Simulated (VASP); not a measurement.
# TiH2: relaxation of shape and atoms at fixed volume with PBEsol

Crystal: TiH2.

```
Ti H
1.0
    -1.57202    1.57202    2.04881
     1.57202   -1.57202    2.04881
     1.57202    1.57202   -2.04881
Ti H
1 2
Direct
  0.00000 0.00000 0.00000
  0.75000 0.25000 0.50000
  0.25000 0.75000 0.50000
```

```
Program                : VASP 6.6.1
Task                   : relaxation of shape and atoms at fixed volume
Functional             : PBEsol
Potentials or basis    : VASP PAW PBE potentials, release 64 (Ti_sv, H)
Cutoff                 : 600 eV
k mesh                 : 18 × 18 × 18
Occupations            : gaussian, width 0.1 eV
Spin                   : no spin polarisation
Dipole correction      : no
Further INCAR settings : ALGO = Normal; EDIFF = 1e-06; IBRION = 2; EDIFFG = -0.01; NSW = 50; ISIF = 4
```

```json
{
 "Energy gained by relaxing": "0.1 meV/atom",
 "Ionic steps": "3",
 "Pressure after relaxing": "5.0 GPa",
 "Band gap on the k mesh": "zero (bands 7 and 8 overlap by 0.73 eV)"
}
```

Stress tensor (GPa, compression positive):
```
5.06 0.00 0.00
0.00 5.06 0.00
0.00 0.00 4.75
```

The path:
| step | energy change (eV) | largest force (eV/Å) | pressure (GPa) | volume (Å³) |
| --- | --- | --- | --- | --- |
| 1 | 0.0000 | 0.0000 | 5.03 | 20.25 |
| 2 | -0.0001 | 0.0000 | 5.01 | 20.25 |
| 3 | -0.0002 | 0.0000 | 4.96 | 20.25 |

Final structure:
```
Ti H
1.0
    -1.57443    1.57443    2.04253
     1.57443   -1.57443    2.04253
     1.57443    1.57443   -2.04253
Ti H
1 2
Cartesian
  0.0000 0.0000 0.0000
  0.0000 1.5744 1.0213
  1.5744 0.0000 1.0213
```

Levels at points of the mesh, in eV from the Fermi level:
```csv
k point,band 3,band 4,band 5,band 6,band 7,band 8,band 9,band 10,band 11
"(0.00, 0.00, 0.00)",-33.03,-33.00,-10.84,-0.41,-0.41,0.02,0.88,1.29,1.93
"(0.50, 0.00, 0.00)",-33.12,-33.05,-7.54,-5.13,-0.52,0.20,2.35,2.69,5.30
"(0.50, 0.50, 0.00)",-33.18,-33.14,-5.87,-5.55,-3.29,2.38,2.59,2.89,7.32
"(0.50, 0.50, 0.50)",-33.24,-33.24,-6.71,-4.29,-3.19,2.64,2.69,2.69,7.23
```

Run time: 3.3 min on 1 thread of Intel Xeon 8259CL, with other jobs on the host, peak memory 0.27 GiB.

Caveat: the PAW data sets were made with another functional, which shifts forces and pressure a little.
